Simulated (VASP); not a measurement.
# CuB5 (P6/mmm) in VASP: a series of runs

CuB5 is run at these levels: PBE; tasks: single point, relaxation of cell and atoms.

Everything below comes from runs of VASP 6.6.1. Logs are shortened: lines on timing, memory, paths and dates and some standing lists are left out, and cuts for length are marked.

## 1. The cell of the first run

It takes space group P6/mmm (No. 191, hexagonal). Conventional cell: a = 3.027 Å, b = 3.027 Å, c = 5.274 Å, α = 90.00°, β = 90.00°, γ = 120.00°. Within 2.4 Å of Cu (site symmetry 6/mmm) lie 2 B at 1.83 Å. Within 2.0 Å of B (site symmetry mmm) lie 8 B at 1.51 to 1.72 Å. Within 2.2 Å of B (site symmetry 6mm) lie 7 B at 1.62 to 1.72 Å and 1 Cu at 1.83 Å.

The cell was generated, and may not be a known phase.

## 2. Single point, PBE

The input, INCAR:

```
SYSTEM = CuB5
PREC = Accurate ; ENCUT = 520
EDIFF = 1E-6 ; ISMEAR = 0
SIGMA = 0.1 ; LREAL = .False.
LASPH = .True. ; NELM = 100
ALGO = Normal ; ISIF = 2
LWAVE = .False. ; LCHARG = .False.
GGA = PE ; NBANDS = 22
```

The input, KPOINTS:

```
Automatic mesh
0
Gamma
  6 6 4
  0 0 0
```

The input, POSCAR:

```
CuB5
1.0
    3.0268512000      0.0000000000      0.0000000000
   -1.5134256000      2.6213300300      0.0000000000
    0.0000000000      0.0000000000      5.2742247200
Cu B
1 5
Direct
    0.0000000000      0.0000000000      0.5000000000
    0.5000000000      0.0000000000      0.0000000000
    0.0000000000      0.5000000000      0.0000000000
    0.5000000000      0.5000000000      0.0000000000
    0.0000000000      0.0000000000      0.8467173100
    0.0000000000      0.0000000000      0.1532826900
```

Potentials or basis: VASP PAW PBE potentials, release 64 (Cu, B).

Launch:

```bash
$ cat potpaw_PBE.64/Cu/POTCAR potpaw_PBE.64/B/POTCAR > POTCAR
$ mpirun -np 1 vasp_std > vasp.out
```

OUTCAR:

```text
SYSTEM = CuB5
   PREC = Accurate
   ENCUT = 520
   EDIFF = 1E-6
   ISMEAR = 0
   LREAL = .False.
   LASPH = .True.
   NELM = 100
   ISIF = 2
   GGA = PE

 ion  position               nearest neighbor table
   1  0.000  0.000  0.500-   5 1.83   6 1.83
   2  0.500  0.000  0.000-   3 1.51   4 1.51   4 1.51   3 1.51   5 1.72   5 1.72   6 1.72   6 1.72

   3  0.000  0.500  0.000-   2 1.51   2 1.51   4 1.51   4 1.51   5 1.72   6 1.72   5 1.72   6 1.72

   4  0.500  0.500  0.000-   2 1.51   2 1.51   3 1.51   3 1.51   5 1.72   6 1.72   5 1.72   6 1.72

   5  0.000  0.000  0.847-   6 1.62   4 1.72   3 1.72   3 1.72   4 1.72   2 1.72   2 1.72   1 1.83

   6  0.000  0.000  0.153-   5 1.62   4 1.72   3 1.72   3 1.72   4 1.72   2 1.72   2 1.72   1 1.83

  LATTYP: Found a hexagonal cell.
 ALAT       =     3.0268512000
 C/A-ratio  =     1.7424790224

  Lattice vectors:

 A1 = (   3.0268512000,   0.0000000000,   0.0000000000)
 A2 = (  -1.5134256000,   2.6213300300,   0.0000000000)
 A3 = (   0.0000000000,   0.0000000000,   5.2742247200)

Analysis of symmetry for initial positions (statically):
=====================================================================
 Subroutine PRICEL returns:
 Original cell was already a primitive cell.

 Routine SETGRP: Setting up the symmetry group for a
 hexagonal supercell.

 Subroutine GETGRP returns: Found 24 space group operations
 (whereof 24 operations were pure point group operations)
 out of a pool of 24 trial point group operations.

The static configuration has the point symmetry D_6h.

Analysis of symmetry for dynamics (positions and initial velocities):
=====================================================================
 Subroutine PRICEL returns:
 Original cell was already a primitive cell.

 Routine SETGRP: Setting up the symmetry group for a
 hexagonal supercell.

 Subroutine GETGRP returns: Found 24 space group operations
 (whereof 24 operations were pure point group operations)
 out of a pool of 24 trial point group operations.

The dynamic configuration has the point symmetry D_6h.

 Subroutine INISYM returns: Found 24 space group operations
 (whereof 24 operations are pure point group operations),
 and found     1 'primitive' translations

----------------------------------------------------------------------------------------

                                     Primitive cell

  volume of cell :      41.8477

  direct lattice vectors                    reciprocal lattice vectors
     3.026851200  0.000000000  0.000000000     0.330376333  0.190742865  0.000000000
    -1.513425600  2.621330030  0.000000000     0.000000000  0.381485730  0.000000000
     0.000000000  0.000000000  5.274224720     0.000000000  0.000000000  0.189601326

  length of vectors
     3.026851200  3.026851198  5.274224720     0.381485730  0.381485730  0.189601326

  position of ions in fractional coordinates (direct lattice)
     0.000000000  0.000000000  0.500000000
     0.500000000  0.000000000  0.000000000
     0.000000000  0.500000000  0.000000000
     0.500000000  0.500000000  0.000000000
     0.000000000  0.000000000  0.846717310
     0.000000000  0.000000000  0.153282690

  ion indices of the primitive-cell ions
   primitive index   ion index
                 1           1
                 2           2
                 3           3
                 4           4
                 5           5
                 6           6

----------------------------------------------------------------------------------------

 KPOINTS: Automatic mesh

Automatic generation of k-mesh.
 Grid dimensions read from file:
 generate k-points for:    6    6    4

 Generating k-lattice:

  Cartesian coordinates                     Fractional coordinates (reciprocal lattice)
     0.055062722  0.031790477  0.000000000     0.166666667  0.000000000  0.000000000
     0.000000000  0.063580955  0.000000000     0.000000000  0.166666667  0.000000000
     0.000000000  0.000000000  0.047400331     0.000000000  0.000000000  0.250000000

  Length of vectors
     0.063580955  0.063580955  0.047400331

  Shift w.r.t. Gamma in fractional coordinates (k-lattice)
     0.000000000  0.000000000  0.000000000

 Subroutine IBZKPT returns following result:
 ===========================================

 Found     21 irreducible k-points:

 Following reciprocal coordinates:
            Coordinates               Weight
  0.000000  0.000000  0.000000      1.000000
  0.166667 -0.000000  0.000000      6.000000
  0.333333  0.000000  0.000000      6.000000
  0.500000 -0.000000  0.000000      3.000000
  0.166667  0.166667  0.000000      6.000000
  0.333333  0.166667  0.000000     12.000000
[... 13 lines left out ...]
  0.333333  0.166667  0.500000     12.000000
  0.333333  0.333333  0.500000      2.000000
   k-points           NKPTS =     21   k-points in BZ     NKDIM =     21   number of bands    NBANDS=     22
   number of dos      NEDOS =    301   number of ions     NIONS =      6
   total plane-waves  NPLWV =  23040
   dimension x,y,z NGX =    24 NGY =   24 NGZ =   40
   dimension x,y,z NGXF=    48 NGYF=   48 NGZF=   80
   ions per type =               1   5
   NGX,Y,Z   is equivalent  to a cutoff of  13.18, 13.18, 12.61 a.u.
   NGXF,Y,Z  is equivalent  to a cutoff of  26.36, 26.36, 25.22 a.u.
 SYSTEM =  CuB5
   PREC   = accura    normal or accurate (medium, high low for compatibility)
   ISTART =      0    job   : 0-new  1-cont  2-samecut
   ICHARG =      2    charge: 1-file 2-atom 10-const
   ISPIN  =      1    spin polarized calculation?
   LNONCOLLINEAR =      F non collinear calculations
   LSORBIT =      F    spin-orbit coupling
   LASPH  =      T    aspherical Exc in radial PAW
   ENCUT  =  520.0 eV  38.22 Ry    6.18 a.u.   5.63  5.63  9.81*2*pi/ulx,y,z
   NELM   =    100;   NELMIN=  2; NELMDL= -5     # of ELM steps
   EDIFF  = 0.1E-05   stopping-criterion for ELM
   LREAL  =      F    real-space projection
   EDIFFG = 0.1E-04   stopping-criterion for IOM
   NSW    =      0    number of steps for IOM
   IBRION =     -1    ionic relax: 0-MD 1-quasi-New 2-CG
   NFREE  =      0    steps in history (QN), initial steepest desc. (CG)
   ISIF   =      2    stress and relaxation
   ISYM   =      2    0-nonsym 1-usesym 2-fastsym
   POTIM  = 0.5000    time-step for ionic-motion
   TEBEG  =    0.0;   TEEND  =   0.0 temperature during run
   PSTRESS=    0.0 pullay stress
   NELECT =      26.0000    total number of electrons
   NUPDOWN=      -1.0000    fix difference up-down
   EMIN   =  10.00;   EMAX   =-10.00  energy-range for DOS
   EFERMI =   0.00;   METHOD = LEGACY
   ISMEAR =     0;   SIGMA  =   0.10  broadening in eV -4-tet -1-fermi 0-gaus
   EFERMI_NEDOS =   21; number of points for ismear=-14 and -15
   IALGO  =     38    algorithm
   IMIX   =      4    mixing-type and parameters
     AMIX     =   0.40;   BMIX     =  1.00
     AMIX_MAG =   1.60;   BMIX_MAG =  1.00
  volume/ion in A,a.u.               =       6.97        47.07
  Fermi-wavevector in a.u.,A,eV,Ry     =   1.396933  2.639820 26.550694  1.951421
  Thomas-Fermi vector in A             =   2.520238
   LORBIT       =      0    0 simple, 1 ext, 2 COOP (PROOUT), +10 PAW based schemes
   GGA     = PE    functional components
   LHFCALC =     F    Hartree Fock is set to
   AEXX    =    0.0000 exact exchange contribution
   IVDW    =     0    specifies the selected vdW correction
   LEPSILON=     F    determine dielectric tensor
   LRPA    =     F    only Hartree local field effects (RPA)
 non-spin polarized calculation
 Gauss-broadening in eV      SIGMA  =   0.10
  energy-cutoff  :      520.00
  volume of cell :       41.85
 maximum number of plane-waves:      1138
 NGX is ok and might be reduce to    24
   NGX = 11   NGY = 11   NGZ = 19

 number of electron      26.0000022 magnetization

 Free energy of the ion-electron system (eV)
  ---------------------------------------------------
  ext. energy  EPLUGINS =         0.00000000
  ---------------------------------------------------
  free energy    TOTEN  =       -26.71712988 eV

  energy without entropy =      -26.70352975  energy(sigma->0) =      -26.71032982

 E-fermi :   8.3197     XC(G=0): -12.1838

 val. band max:        8.3127631886   @ k =   0.0000   0.0000   0.5000
 cond. band min:       8.3386879839   @ k =   0.1667   0.1667   0.5000
 fundamental gap:      0.0259247953
 Fermi energy:         8.3196722976

 k-point     1 :       0.0000    0.0000    0.0000
  band No.  band energies     occupation
      1     -13.1388      2.00000
      2      -3.7936      2.00000
      3      -2.6907      2.00000
      4      -2.0319      2.00000
      5      -2.0319      2.00000
      6       0.7446      2.00000
[... 14 lines left out ...]
     21      19.5201      0.00000
     22      19.5201      0.00000

 k-point     2 :       0.1667   -0.0000    0.0000
  band No.  band energies     occupation
      1     -12.7727      2.00000
      2      -3.9235      2.00000
      3      -3.3104      2.00000
      4      -2.6457      2.00000
      5      -2.0114      2.00000
      6       1.3104      2.00000
[... 14 lines left out ...]
     21      17.8328      0.00000
     22      19.1672      0.00000

 k-point     3 :       0.3333    0.0000    0.0000
  band No.  band energies     occupation
      1     -11.7132      2.00000
      2      -6.7591      2.00000
      3      -2.8122      2.00000
      4      -1.9737      2.00000
      5      -1.8941      2.00000
      6       2.2028      2.00000
[... 14 lines left out ...]
     21      18.9040      0.00000
     22      20.4664      0.00000

 k-point     4 :       0.5000   -0.0000    0.0000
  band No.  band energies     occupation
      1     -10.5979      2.00000
      2      -8.5576      2.00000
      3      -2.8768      2.00000
      4      -1.9565      2.00000
      5      -0.2222      2.00000
      6       1.4946      2.00000
[... 14 lines left out ...]
     21      19.5625      0.00000
     22      20.4046      0.00000

 k-point     5 :       0.1667    0.1667    0.0000
  band No.  band energies     occupation
      1     -12.0546      2.00000
      2      -5.3624      2.00000
      3      -4.5860      2.00000
      4      -2.3551      2.00000
      5      -0.5239      2.00000
      6       1.9715      2.00000
[... 14 lines left out ...]
     21      17.9666      0.00000
     22      18.9774      0.00000

 k-point     6 :       0.3333    0.1667    0.0000
  band No.  band energies     occupation
      1     -10.7735      2.00000
      2      -7.7046      2.00000
      3      -5.3514      2.00000
      4      -0.5484      2.00000
      5       0.8334      2.00000
      6       2.5589      2.00000
[... 14 lines left out ...]
     21      20.8557      0.00000
     22      21.1483      0.00000

 k-point     7 :       0.3333    0.3333    0.0000
  band No.  band energies     occupation
      1      -9.9914      2.00000
      2      -7.4438      2.00000
      3      -7.4438      2.00000
      4       1.3725      2.00000
      5       1.3725      2.00000
      6       2.7494      2.00000
[... 249 lines left out ...]
      6       2.8848      2.00000
[... 14 lines left out ...]
     21      20.2668      0.00000
     22      21.3321      0.00000

 k-point    18 :       0.5000   -0.0000    0.5000
  band No.  band energies     occupation
      1     -10.5863      2.00000
      2      -8.5573      2.00000
      3      -2.8695      2.00000
      4      -1.9853      2.00000
      5      -0.1859      2.00000
      6       0.3271      2.00000
[... 14 lines left out ...]
     21      20.2775      0.00000
     22      20.8499      0.00000

 k-point    19 :       0.1667    0.1667    0.5000
  band No.  band energies     occupation
      1     -12.0393      2.00000
      2      -5.3661      2.00000
      3      -4.5886      2.00000
      4      -2.8152      2.00000
      5      -0.5477      2.00000
      6       3.7358      2.00000
[... 14 lines left out ...]
     21      18.8556      0.00000
     22      20.0347      0.00000

 k-point    20 :       0.3333    0.1667    0.5000
  band No.  band energies     occupation
      1     -10.7622      2.00000
      2      -7.7051      2.00000
      3      -5.3538      2.00000
      4      -0.8752      2.00000
      5       0.8027      2.00000
      6       1.8217      2.00000
[... 14 lines left out ...]
     21      18.5067      0.00000
     22      20.6005      0.00000

 k-point    21 :       0.3333    0.3333    0.5000
  band No.  band energies     occupation
      1      -9.9816      2.00000
      2      -7.4443      2.00000
      3      -7.4443      2.00000
      4       1.3849      2.00000
      5       1.4638      2.00000
      6       1.4638      2.00000
[... 14 lines left out ...]
     21      20.1881      0.00000
     22      20.1881      0.00000

------------------------ aborting loop because EDIFF is reached ----------------------------------------

  FORCE on cell =-STRESS in cart. coord.  units (eV):
  Direction    XX          YY          ZZ          XY          YZ          ZX
  --------------------------------------------------------------------------------------
  -------------------------------------------------------------------------------------
  Total       27.2827433     27.2827432     22.8784589     -0.0000000      0.0000000      0.0000000
  in kB     1044.5451449   1044.5451427    875.9230301     -0.0000000      0.0000000      0.0000000
  external PRESSURE =     988.3377726 kB  Pullay stress =       0.0000000 kB

 VOLUME and BASIS-vectors are now :
 -----------------------------------------------------------------------------
  energy-cutoff  :      520.00
  volume of cell :       41.85
      direct lattice vectors                 reciprocal lattice vectors
     3.026851200  0.000000000  0.000000000     0.330376333  0.190742865  0.000000000
    -1.513425600  2.621330030  0.000000000     0.000000000  0.381485730  0.000000000
     0.000000000  0.000000000  5.274224720     0.000000000  0.000000000  0.189601326

 POSITION                                       TOTAL-FORCE (eV/Angst)
 -----------------------------------------------------------------------------------
      0.00000      0.00000      2.63711         0.000000      0.000000      0.000000
      1.51343      0.00000      0.00000         0.000000      0.000000      0.000000
     -0.75671      1.31067      0.00000         0.000000      0.000000      0.000000
      0.75671      1.31067      0.00000         0.000000      0.000000      0.000000
      0.00000      0.00000      4.46578        -0.000000      0.000000     -4.841684
      0.00000      0.00000      0.80845        -0.000000     -0.000000      4.841684
 -----------------------------------------------------------------------------------
    total drift:                                0.000000     -0.000000     -0.000000

  FREE ENERGIE OF THE ION-ELECTRON SYSTEM (eV)
  ---------------------------------------------------
  free  energy   TOTEN  =       -26.7171298781 eV

  energy  without entropy=      -26.7035297541  energy(sigma->0) =      -26.71032982
```

Run time: 14 s. Hardware: 1 thread of Intel Xeon 6975P-C (Granite Rapids), shared host; peak memory 0.16 GiB.

What came out:

```
Free energy            : -26.7171 eV
Pressure               : 98.8 GPa
Largest force          : 4.842 eV/Å
Band gap on the k mesh : zero (bands 13 and 14 overlap by 3.15 eV)
```

Forces in eV/Å, atoms in the order of the input:
```
Cu   0.000  0.000  0.000
B    0.000  0.000  0.000
B    0.000  0.000  0.000
B    0.000  0.000  0.000
B    0.000  0.000 -4.842
B    0.000  0.000  4.842
```

Stress tensor (GPa, compression positive):
```
104.45   0.00   0.00
  0.00 104.45   0.00
  0.00   0.00  87.59
```

Caveat: the k points lie up to 0.40 Å⁻¹ apart, too coarse for converged energies and pressures of a metal; forces of over 1 eV/Å act on the atoms, so gaps and moduli don't describe the material at rest.

## 3. Single point, PBE

This run uses another cell than the first one, of 10.05 Å³/atom.

The input, INCAR:

```
ALGO = Normal
EDIFF = 1E-7
ENCUT = 520
GGA = PE
ISIF = 2
ISMEAR = 0
LASPH = T
LCHARG = F
LREAL = F
LWAVE = F
NBANDS = 22
NELM = 80
PREC = Accurate
SIGMA = 0.1
```

The input, KPOINTS:

```
k-points
0
Gamma
  6 6 4
```

The input, POSCAR:

```
CuB5
1.0
    3.2964733384      0.0000000000      0.0000000000
   -1.6482366692      2.8548296539      0.0000000000
    0.0000000000      0.0000000000      6.4096460422
Cu B
1 5
Direct
    0.0000000000      0.0000000000      0.5000000000
    0.5000000000      0.0000000000      0.0000000000
    0.0000000000      0.5000000000      0.0000000000
    0.5000000000      0.5000000000      0.0000000000
    0.0000000000      0.0000000000      0.8102489153
    0.0000000000      0.0000000000      0.1897510847
```

Potentials or basis: VASP PAW PBE potentials, release 64 (Cu, B).

Launch:

```bash
$ cat potpaw_PBE.64/Cu/POTCAR potpaw_PBE.64/B/POTCAR > POTCAR
$ mpirun -np 1 vasp_std > vasp.out
```

Wall time 27 s (1 thread of Intel Xeon 6975P-C (Granite Rapids), shared host); peak memory 0.18 GiB.

Results (log left out):

```yaml
Free_energy: -31.5965 eV
Pressure: 0.1 GPa
Largest_force: 0.026 eV/Å
Band_gap_on_the_k_mesh: zero (bands 13 and 14 overlap by 2.27 eV)
```

Forces in eV/Å, atoms in the order of the input:
```
Cu   0.000  0.000  0.000
B    0.000  0.000  0.000
B    0.000  0.000  0.000
B    0.000  0.000  0.000
B    0.000  0.000  0.026
B    0.000  0.000 -0.026
```

Stress tensor (GPa, compression positive):
```
0.07 0.00 0.00
0.00 0.07 0.00
0.00 0.00 0.16
```

Levels at points of the mesh, in eV from the Fermi level:
| k point | band 9 | band 10 | band 11 | band 12 | band 13 | band 14 | band 15 | band 16 | band 17 | band 18 |
| --- | --- | --- | --- | --- | --- | --- | --- | --- | --- | --- |
| (0.00, 0.00, 0.00) | -2.35 | -2.05 | -2.05 | -1.13 | 0.34 | 2.71 | 2.71 | 2.73 | 2.73 | 4.69 |
| (0.50, 0.00, 0.00) | -2.43 | -2.35 | -1.70 | -0.80 | -0.18 | 0.23 | 0.74 | 4.68 | 4.75 | 5.35 |
| (0.00, 0.00, 0.50) | -2.24 | -2.24 | -2.05 | -2.05 | 0.42 | 2.31 | 2.31 | 2.71 | 2.71 | 5.64 |
| (0.50, 0.00, 0.50) | -2.31 | -2.29 | -2.06 | -1.70 | -0.25 | 0.12 | 1.99 | 2.01 | 4.33 | 5.35 |

Caveat: the k points lie up to 0.37 Å⁻¹ apart, too coarse for converged energies and pressures of a metal.

(Part 1 of 3 ends here.)

The gap in the log of VASP goes by the Fermi energy; the results here count the filled bands.